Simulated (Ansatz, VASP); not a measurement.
## H in VASP and in Ansatz

```
CELL_PARAMETERS angstrom
3.95037 0.00000 0.00000
-1.97519 3.42112 0.00000
0.00000 0.00000 5.80266
ATOMIC_POSITIONS crystal
H 0.33333 0.66667 0.18611
H 0.66667 0.33333 0.68611
H 0.66667 0.33333 0.81389
H 0.33333 0.66667 0.31389
```

Alike in both runs: task relaxation of cell and atoms; functional r2SCAN; k mesh 9 × 9 × 4; occupations gaussian, width 0.02 eV; no spin polarisation.

```csv
,VASP,Ansatz
version,VASP 6.6.1,Ansatz 0.2.0
potentials or method,"VASP PAW PBE potentials, release 64 (H), cutoff 600 eV","scalar-relativistic, plane waves, PAW"
valence electrons in the cell,4,4
```

|  | VASP | Ansatz | Ansatz less VASP |
| --- | --- | --- | --- |
| gap on the k mesh at the Fermi level, each at its own relaxed structure (eV) | 10.25 | 10.23 | -0.016 |
| relaxed volume (Å³/atom) | 19.61 | 19.61 | 0.000 |
| relaxed cell length with the largest relative difference (Å) | 5.803 | 5.803 | 0.0000 |

VASP's potentials were made for PBE, not for r2SCAN.

Noted on VASP's run: the relaxation stopped at its first step, so nothing moved.
